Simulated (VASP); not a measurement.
Here is a VASP 6.6.1 calculation.

Contents of INCAR:

```
PREC     = Accurate       # precision mode
ENCUT    = 600            # plane-wave cutoff, eV
EDIFF    = 1E-6           # SCF threshold, eV
ISMEAR   = -1             # smearing method
SIGMA    = 0.05           # smearing width, eV
LREAL    = False          # projectors in reciprocal space
LASPH    = True           # aspherical terms in the spheres
NELM     = 100            # most SCF steps
ALGO     = Normal         # electronic algorithm
ISIF     = 3              # what is computed and relaxed
LWAVE    = False          # write WAVECAR
LCHARG   = False          # write CHGCAR
GGA      = RP             # functional
IVDW     = 12             # dispersion correction
IBRION   = 2              # ionic algorithm
NSW      = 80             # ionic steps
EDIFFG   = -0.005         # ionic threshold
```

File KPOINTS:

```
regular mesh
0
Gamma
  8 8 5
```

POSCAR

```
La
1.0
    3.7500000000      0.0000000000      0.0000000000
   -1.8750000000      3.2475952642      0.0000000000
    0.0000000000      0.0000000000      6.0700000000
La
2
Direct
    0.6666666667      0.3333333333      0.7500000000
    0.3333333333      0.6666666667      0.2500000000
```

Potentials or basis: VASP PAW PBE potentials, release 64 (La).

The run is started by

```console
$ cat potpaw_PBE.64/La/POTCAR > POTCAR
$ mpirun -np 1 vasp_std > vasp.out
```

Q: Predict the relaxed cell.

A: a = 2.928 Å, b = 2.928 Å, c = 4.957 Å, α = 90.00°, β = 90.00°, γ = 120.00°.

Q: Predict the space group after relaxing (to 0.1 Å).

A: P6_3/mmc (No. 194).

Final structure:
```cif
data_structure
_symmetry_space_group_name_H-M 'P 1'
_symmetry_Int_Tables_number 1
_cell_length_a 2.9280
_cell_length_b 2.9280
_cell_length_c 4.9572
_cell_angle_alpha 90.000
_cell_angle_beta 90.000
_cell_angle_gamma 120.000
_cell_volume 36.80
loop_
_atom_site_label
_atom_site_type_symbol
_atom_site_fract_x
_atom_site_fract_y
_atom_site_fract_z
_atom_site_occupancy
La1 La 0.66667 0.33333 0.75000 1
La2 La 0.33333 0.66667 0.25000 1
```
